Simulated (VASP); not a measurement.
# InP (eos) (F-43m) in VASP: further runs

InP (eos) is run at these levels: LDA; tasks: single point.

All numbers are computed with VASP 6.6.1; they aren't measurements. Logs are shortened: lines on timing, memory, paths and dates and some standing lists are left out, and cuts for length are marked.

### 1 The cell of the first run

Symmetry: F-43m, No. 216, cubic system. Conventional cell: a = 5.768 Å, b = 5.768 Å, c = 5.768 Å, α = 90.00°, β = 90.00°, γ = 90.00°. Within 3.3 Å of In (site symmetry -43m) lie 4 P at 2.50 Å. P (site symmetry -43m) has 4 In at 2.50 Å within 3.3 Å.

### 2 Single point, LDA (volume scaled by 0.97)

Contents of INCAR:

```
SYSTEM = InP
  ALGO = Normal
  EDIFF = 1E-7
  ENCUT = 520
  ISIF = 2
  ISMEAR = 0
  LASPH = .TRUE.
  LCHARG = .FALSE.
  LREAL = .FALSE.
  LWAVE = .FALSE.
  NBANDS = 16
  NELM = 80
  PREC = Accurate
  SIGMA = 0.02
```

Contents of KPOINTS:

```
k-points
0
G
  10 10 10
  0 0 0
```

Contents of POSCAR:

```
InP
1.0
    0.0000000000      2.8840061518      2.8840061518
    2.8840061518      0.0000000000      2.8840061518
    2.8840061518      2.8840061518      0.0000000000
In P
1 1
Direct
    0.0000000000      0.0000000000      0.0000000000
    0.7500000000      0.7500000000      0.7500000000
```

Potentials or basis: VASP PAW LDA potentials, release 64 (In_d, P).

Launch:

```
> cat potpaw_LDA.64/In_d/POTCAR potpaw_LDA.64/P/POTCAR > POTCAR
> mpirun -np 1 vasp_std > vasp.out
```

OUTCAR:

```text
SYSTEM = InP
   EDIFF = 1E-7
   ENCUT = 520
   ISIF = 2
   ISMEAR = 0
   LASPH = .TRUE.
   LREAL = .FALSE.
   NELM = 80
   PREC = Accurate

 ion  position               nearest neighbor table
   1  0.000  0.000  0.000-   2 2.50   2 2.50   2 2.50   2 2.50
   2  0.750  0.750  0.750-   1 2.50   1 2.50   1 2.50   1 2.50

  LATTYP: Found a face centered cubic cell.
 ALAT       =     5.7680123036

  Lattice vectors:

 A1 = (   0.0000000000,   2.8840061518,   2.8840061518)
 A2 = (   2.8840061518,   0.0000000000,   2.8840061518)
 A3 = (   2.8840061518,   2.8840061518,   0.0000000000)

Analysis of symmetry for initial positions (statically):
=====================================================================
 Subroutine PRICEL returns:
 Original cell was already a primitive cell.

 Routine SETGRP: Setting up the symmetry group for a
 face centered cubic supercell.

 Subroutine GETGRP returns: Found 24 space group operations
 (whereof 24 operations were pure point group operations)
 out of a pool of 48 trial point group operations.

The static configuration has the point symmetry T_d .

Analysis of symmetry for dynamics (positions and initial velocities):
=====================================================================
 Subroutine PRICEL returns:
 Original cell was already a primitive cell.

 Routine SETGRP: Setting up the symmetry group for a
 face centered cubic supercell.

 Subroutine GETGRP returns: Found 24 space group operations
 (whereof 24 operations were pure point group operations)
 out of a pool of 48 trial point group operations.

The dynamic configuration has the point symmetry T_d .

 Subroutine INISYM returns: Found 24 space group operations
 (whereof 24 operations are pure point group operations),
 and found     1 'primitive' translations

----------------------------------------------------------------------------------------

                                     Primitive cell

  volume of cell :      47.9754

  direct lattice vectors                    reciprocal lattice vectors
     0.000000000  2.884006152  2.884006152    -0.173369949  0.173369949  0.173369949
     2.884006152  0.000000000  2.884006152     0.173369949 -0.173369949  0.173369949
     2.884006152  2.884006152  0.000000000     0.173369949  0.173369949 -0.173369949

  length of vectors
     4.078600614  4.078600614  4.078600614     0.300285561  0.300285561  0.300285561

  position of ions in fractional coordinates (direct lattice)
     0.000000000  0.000000000  0.000000000
     0.750000000  0.750000000  0.750000000

  ion indices of the primitive-cell ions
   primitive index   ion index
                 1           1
                 2           2

----------------------------------------------------------------------------------------

 KPOINTS: k-points

Automatic generation of k-mesh.
 Grid dimensions read from file:
 generate k-points for:   10   10   10

 Generating k-lattice:

  Cartesian coordinates                     Fractional coordinates (reciprocal lattice)
    -0.017336995  0.017336995  0.017336995     0.100000000  0.000000000  0.000000000
     0.017336995 -0.017336995  0.017336995     0.000000000  0.100000000  0.000000000
     0.017336995  0.017336995 -0.017336995     0.000000000  0.000000000  0.100000000

  Length of vectors
     0.030028556  0.030028556  0.030028556

  Shift w.r.t. Gamma in fractional coordinates (k-lattice)
     0.000000000  0.000000000  0.000000000

 Subroutine IBZKPT returns following result:
 ===========================================

 Found     47 irreducible k-points:

 Following reciprocal coordinates:
            Coordinates               Weight
  0.000000  0.000000  0.000000      1.000000
  0.100000  0.000000  0.000000      8.000000
  0.200000  0.000000  0.000000      8.000000
  0.300000  0.000000  0.000000      8.000000
  0.400000  0.000000  0.000000      8.000000
  0.500000  0.000000  0.000000      4.000000
[... 16 lines left out ...]
  0.300000  0.300000  0.000000      6.000000
  0.400000  0.300000  0.000000     24.000000
 [... further k-points ...]
   k-points           NKPTS =     47   k-points in BZ     NKDIM =     47   number of bands    NBANDS=     16
   number of dos      NEDOS =    301   number of ions     NIONS =      2
   total plane-waves  NPLWV =  27000
   dimension x,y,z NGX =    30 NGY =   30 NGZ =   30
   dimension x,y,z NGXF=    60 NGYF=   60 NGZF=   60
   ions per type =               1   1
   NGX,Y,Z   is equivalent  to a cutoff of  12.23, 12.23, 12.23 a.u.
   NGXF,Y,Z  is equivalent  to a cutoff of  24.46, 24.46, 24.46 a.u.
 SYSTEM =  InP
   PREC   = accura    normal or accurate (medium, high low for compatibility)
   ISTART =      0    job   : 0-new  1-cont  2-samecut
   ICHARG =      2    charge: 1-file 2-atom 10-const
   ISPIN  =      1    spin polarized calculation?
   LNONCOLLINEAR =      F non collinear calculations
   LSORBIT =      F    spin-orbit coupling
   LASPH  =      T    aspherical Exc in radial PAW
   ENCUT  =  520.0 eV  38.22 Ry    6.18 a.u.   7.58  7.58  7.58*2*pi/ulx,y,z
   NELM   =     80;   NELMIN=  2; NELMDL= -5     # of ELM steps
   EDIFF  = 0.1E-06   stopping-criterion for ELM
   LREAL  =      F    real-space projection
   EDIFFG = 0.1E-05   stopping-criterion for IOM
   NSW    =      0    number of steps for IOM
   IBRION =     -1    ionic relax: 0-MD 1-quasi-New 2-CG
   NFREE  =      0    steps in history (QN), initial steepest desc. (CG)
   ISIF   =      2    stress and relaxation
   ISYM   =      2    0-nonsym 1-usesym 2-fastsym
   POTIM  = 0.5000    time-step for ionic-motion
   TEBEG  =    0.0;   TEEND  =   0.0 temperature during run
   PSTRESS=    0.0 pullay stress
   NELECT =      18.0000    total number of electrons
   NUPDOWN=      -1.0000    fix difference up-down
   EMIN   =  10.00;   EMAX   =-10.00  energy-range for DOS
   EFERMI =   0.00;   METHOD = LEGACY
   ISMEAR =     0;   SIGMA  =   0.02  broadening in eV -4-tet -1-fermi 0-gaus
   EFERMI_NEDOS =   21; number of points for ismear=-14 and -15
   IALGO  =     38    algorithm
   IMIX   =      4    mixing-type and parameters
     AMIX     =   0.40;   BMIX     =  1.00
     AMIX_MAG =   1.60;   BMIX_MAG =  1.00
  volume/ion in A,a.u.               =      23.99       161.88
  Fermi-wavevector in a.u.,A,eV,Ry     =   1.180754  2.231302 18.968976  1.394180
  Thomas-Fermi vector in A             =   2.317041
   LORBIT       =      0    0 simple, 1 ext, 2 COOP (PROOUT), +10 PAW based schemes
   GGA     = CA    functional components
   LHFCALC =     F    Hartree Fock is set to
   AEXX    =    0.0000 exact exchange contribution
   IVDW    =     0    specifies the selected vdW correction
   LEPSILON=     F    determine dielectric tensor
   LRPA    =     F    only Hartree local field effects (RPA)
 non-spin polarized calculation
 Gauss-broadening in eV      SIGMA  =   0.02
  energy-cutoff  :      520.00
  volume of cell :       47.98
 maximum number of plane-waves:      1308
   NGX = 15   NGY = 15   NGZ = 15

 number of electron      18.0000005 magnetization

 Free energy of the ion-electron system (eV)
  ---------------------------------------------------
  ext. energy  EPLUGINS =         0.00000000
  ---------------------------------------------------
  free energy    TOTEN  =        -9.66291869 eV

  energy without entropy =       -9.66291869  energy(sigma->0) =       -9.66291869

 E-fermi :   5.6949     XC(G=0):  -9.8193

 val. band max:        5.5536201095   @ k =   0.0000   0.0000   0.0000
 cond. band min:       6.3238739754   @ k =   0.0000   0.0000   0.0000
 fundamental gap:      0.7702538659
 Fermi energy:         5.6948586062

 k-point     1 :       0.0000    0.0000    0.0000
  band No.  band energies     occupation
      1      -8.7440      2.00000
      2      -8.7440      2.00000
      3      -8.7440      2.00000
      4      -8.5633      2.00000
      5      -8.5633      2.00000
      6      -6.3335      2.00000
[... 8 lines left out ...]
     15      15.0814      0.00000
     16      15.0814      0.00000

 k-point     2 :       0.1000    0.0000    0.0000
  band No.  band energies     occupation
      1      -8.7595      2.00000
      2      -8.7381      2.00000
      3      -8.7381      2.00000
      4      -8.5634      2.00000
      5      -8.5634      2.00000
      6      -6.2084      2.00000
[... 8 lines left out ...]
     15      14.5290      0.00000
     16      14.6589      0.00000

 k-point     3 :       0.2000    0.0000    0.0000
  band No.  band energies     occupation
      1      -8.7978      2.00000
      2      -8.7240      2.00000
      3      -8.7240      2.00000
      4      -8.5622      2.00000
      5      -8.5622      2.00000
      6      -5.8486      2.00000
[... 8 lines left out ...]
     15      14.0776      0.00000
     16      14.8132      0.00000

 k-point     4 :       0.3000    0.0000    0.0000
  band No.  band energies     occupation
      1      -8.8418      2.00000
      2      -8.7094      2.00000
      3      -8.7094      2.00000
      4      -8.5576      2.00000
      5      -8.5576      2.00000
      6      -5.3059      2.00000
[... 8 lines left out ...]
     15      14.3840      0.00000
     16      14.3840      0.00000
[... 324 lines left out ...]
 k-point    22 :      -0.2000    0.2000    0.0000
  band No.  band energies     occupation
      1      -8.8531      2.00000
      2      -8.6995      2.00000
      3      -8.6983      2.00000
      4      -8.5696      2.00000
      5      -8.5539      2.00000
      6      -5.1239      2.00000
[... 8 lines left out ...]
     15      15.8929      0.00000
     16      16.9629      0.00000

 k-point    23 :       0.3000    0.3000    0.0000
  band No.  band energies     occupation
      1      -8.8975      2.00000
      2      -8.6637      2.00000
      3      -8.6637      2.00000
      4      -8.6033      2.00000
      5      -8.5357      2.00000
      6      -4.9700      2.00000
[... 8 lines left out ...]
     15      15.8001      0.00000
     16      18.6062      0.00000

 k-point    24 :       0.4000    0.3000    0.0000
  band No.  band energies     occupation
      1      -8.9199      2.00000
      2      -8.6530      2.00000
      3      -8.6487      2.00000
      4      -8.6078      2.00000
      5      -8.5314      2.00000
      6      -4.5034      2.00000
[... 8 lines left out ...]
     15      16.2323      0.00000
     16      18.4515      0.00000

 [... further k-points ...]

------------------------ aborting loop because EDIFF is reached ----------------------------------------

  FORCE on cell =-STRESS in cart. coord.  units (eV):
  Direction    XX          YY          ZZ          XY          YZ          ZX
  --------------------------------------------------------------------------------------
  -------------------------------------------------------------------------------------
  Total        0.7029179      0.7029179      0.7029179      0.0000000      0.0000000     -0.0000000
  in kB       23.4745142     23.4745142     23.4745142      0.0000000      0.0000000     -0.0000000
  external PRESSURE =      23.4745142 kB  Pullay stress =       0.0000000 kB

 VOLUME and BASIS-vectors are now :
 -----------------------------------------------------------------------------
  energy-cutoff  :      520.00
  volume of cell :       47.98
      direct lattice vectors                 reciprocal lattice vectors
     0.000000000  2.884006152  2.884006152    -0.173369949  0.173369949  0.173369949
     2.884006152  0.000000000  2.884006152     0.173369949 -0.173369949  0.173369949
     2.884006152  2.884006152  0.000000000     0.173369949  0.173369949 -0.173369949

 POSITION                                       TOTAL-FORCE (eV/Angst)
 -----------------------------------------------------------------------------------
      0.00000      0.00000      0.00000         0.000000      0.000000      0.000000
      4.32601      4.32601      4.32601        -0.000000     -0.000000     -0.000000
 -----------------------------------------------------------------------------------
    total drift:                                0.000000      0.000000      0.000000

  FREE ENERGIE OF THE ION-ELECTRON SYSTEM (eV)
  ---------------------------------------------------
  free  energy   TOTEN  =        -9.6629186874 eV

  energy  without entropy=       -9.6629186874  energy(sigma->0) =       -9.66291869
```

It took 41 s on 1 thread of Intel Xeon 8259CL, shared host; peak memory 0.17 GiB.

Results:

```yaml
Free_energy: -9.6629 eV
Pressure: 2.3 GPa
Band_gap_on_the_k_mesh: 0.77 eV, direct
```

Levels at points of the mesh, in eV from the valence-band top:
| k point | band 5 | band 6 | band 7 | band 8 | band 9 | band 10 | band 11 | band 12 | band 13 | band 14 |
| --- | --- | --- | --- | --- | --- | --- | --- | --- | --- | --- |
| (0.00, 0.00, 0.00) | -14.12 | -11.89 | 0.00 | 0.00 | 0.00 | 0.77 | 3.96 | 3.96 | 3.96 | 8.52 |
| (0.50, 0.00, 0.00) | -14.10 | -9.97 | -6.09 | -1.06 | -1.06 | 1.44 | 4.71 | 4.71 | 6.98 | 9.47 |
| (0.50, 0.50, 0.00) | -14.07 | -9.24 | -6.07 | -2.53 | -2.53 | 1.52 | 2.12 | 9.30 | 9.75 | 9.75 |

Caveat: the cell differs from its parent crystal (volume scaled by 0.97); spin-orbit coupling is left out, which moves the levels of the heavy elements.

### 3 Single point, LDA

This run uses another cell than the first one, of 24.73 Å³/atom, 1.031 times its volume.

Contents of INCAR:

```
ALGO = Normal
EDIFF = 1E-6
ENCUT = 520
GGA = CA
ISIF = 2
ISMEAR = 0
LASPH = True
LCHARG = False
LREAL = False
LWAVE = False
NBANDS = 16
NELM = 60
PREC = Accurate
SIGMA = 0.02
```

Contents of KPOINTS:

```
k-points
0
Gamma
  10 10 10
```

Contents of POSCAR:

```
InP
1.0
    0.0000000000      2.9134368187      2.9134368187
    2.9134368187      0.0000000000      2.9134368187
    2.9134368187      2.9134368187      0.0000000000
In P
1 1
Direct
    0.0000000000      0.0000000000      0.0000000000
    0.7500000000      0.7500000000      0.7500000000
```

Potentials or basis: VASP PAW LDA potentials, release 64 (In_d, P).

Launch:

```
> cat potpaw_LDA.64/In_d/POTCAR potpaw_LDA.64/P/POTCAR > POTCAR
> mpirun -np 1 vasp_std > vasp.out
```

OUTCAR:

```text
EDIFF = 1E-6
   ENCUT = 520
   GGA = CA
   ISIF = 2
   ISMEAR = 0
   LASPH = True
   LREAL = False
   NELM = 60
   PREC = Accurate

 ion  position               nearest neighbor table
   1  0.000  0.000  0.000-   2 2.52   2 2.52   2 2.52   2 2.52
   2  0.750  0.750  0.750-   1 2.52   1 2.52   1 2.52   1 2.52

  LATTYP: Found a face centered cubic cell.
 ALAT       =     5.8268736374

  Lattice vectors:

 A1 = (   0.0000000000,   2.9134368187,   2.9134368187)
 A2 = (   2.9134368187,   0.0000000000,   2.9134368187)
 A3 = (   2.9134368187,   2.9134368187,   0.0000000000)

Analysis of symmetry for initial positions (statically):
=====================================================================
 Subroutine PRICEL returns:
 Original cell was already a primitive cell.

 Routine SETGRP: Setting up the symmetry group for a
 face centered cubic supercell.

 Subroutine GETGRP returns: Found 24 space group operations
 (whereof 24 operations were pure point group operations)
 out of a pool of 48 trial point group operations.

The static configuration has the point symmetry T_d .

[... 157 lines left out ...]

  energy without entropy =       -9.67414338  energy(sigma->0) =       -9.67414338

 E-fermi :   5.3051     XC(G=0):  -9.6867

 val. band max:        5.2034581005   @ k =   0.0000   0.0000   0.0000
 cond. band min:       5.8094125020   @ k =   0.0000   0.0000   0.0000
 fundamental gap:      0.6059544014
 Fermi energy:         5.3051184407

 k-point     1 :       0.0000    0.0000    0.0000
  band No.  band energies     occupation
      1      -9.0205      2.00000
      2      -9.0205      2.00000
      3      -9.0205      2.00000
      4      -8.8564      2.00000
      5      -8.8564      2.00000
      6      -6.4638      2.00000
[... 433 lines left out ...]
      3      -8.9345      2.00000
      4      -8.8956      2.00000
      5      -8.8276      2.00000
      6      -4.7216      2.00000
[... 8 lines left out ...]
     15      15.8390      0.00000
     16      17.9080      0.00000

 [... further k-points ...]

------------------------ aborting loop because EDIFF is reached ----------------------------------------

  FORCE on cell =-STRESS in cart. coord.  units (eV):
  Direction    XX          YY          ZZ          XY          YZ          ZX
  --------------------------------------------------------------------------------------
  -------------------------------------------------------------------------------------
  Total        0.0048143      0.0048143      0.0048143      0.0000000      0.0000000      0.0000000
  in kB        0.1559542      0.1559542      0.1559542      0.0000000      0.0000000      0.0000000
  external PRESSURE =       0.1559542 kB  Pullay stress =       0.0000000 kB

 VOLUME and BASIS-vectors are now :
 -----------------------------------------------------------------------------
  energy-cutoff  :      520.00
  volume of cell :       49.46
      direct lattice vectors                 reciprocal lattice vectors
     0.000000000  2.913436819  2.913436819    -0.171618618  0.171618618  0.171618618
     2.913436819  0.000000000  2.913436819     0.171618618 -0.171618618  0.171618618
     2.913436819  2.913436819  0.000000000     0.171618618  0.171618618 -0.171618618

 POSITION                                       TOTAL-FORCE (eV/Angst)
 -----------------------------------------------------------------------------------
      0.00000      0.00000      0.00000        -0.000000      0.000000      0.000000
      4.37016      4.37016      4.37016         0.000000     -0.000000     -0.000000
 -----------------------------------------------------------------------------------
    total drift:                                0.000000      0.000000     -0.000000

  FREE ENERGIE OF THE ION-ELECTRON SYSTEM (eV)
  ---------------------------------------------------
  free  energy   TOTEN  =        -9.6741433764 eV

  energy  without entropy=       -9.6741433764  energy(sigma->0) =       -9.67414338
```

stdout:

```text
POSCAR found type information on POSCAR InP
 POSCAR found :  2 types and       2 ions
 scaLAPACK will be used
 LDA part: xc-table for (Slater(with rela. corr.)+CA(PZ))
 , standard interpolation
 POSCAR, INCAR and KPOINTS ok, starting setup
 FFT: planning ... GRIDC
 FFT: planning ... GRID_SOFT
 FFT: planning ... GRID
 WAVECAR not read
 entering main loop
```

It took 32 s on 1 thread of Intel Xeon 8259CL, shared host; peak memory 0.17 GiB.

Results:

```yaml
Free_energy: -9.6741 eV
Pressure: 0.0 GPa
Band_gap_on_the_k_mesh: 0.61 eV, direct
```

Levels at points of the mesh, in eV from the valence-band top:
```
           k point  band 6  band 7  band 8  band 9  band 10  band 11  band 12  band 13
(0.00, 0.00, 0.00)  -11.67    0.00    0.00    0.00     0.61     3.96     3.96     3.96
(0.50, 0.00, 0.00)   -9.86   -5.92   -1.02   -1.02     1.37     4.71     4.71     6.93
(0.50, 0.50, 0.00)   -9.16   -5.94   -2.42   -2.42     1.57     2.12     9.10     9.55
```

Caveat: spin-orbit coupling is left out, which moves the levels of the heavy elements. LDA gaps usually lie below the measured ones, often by a third to a half.
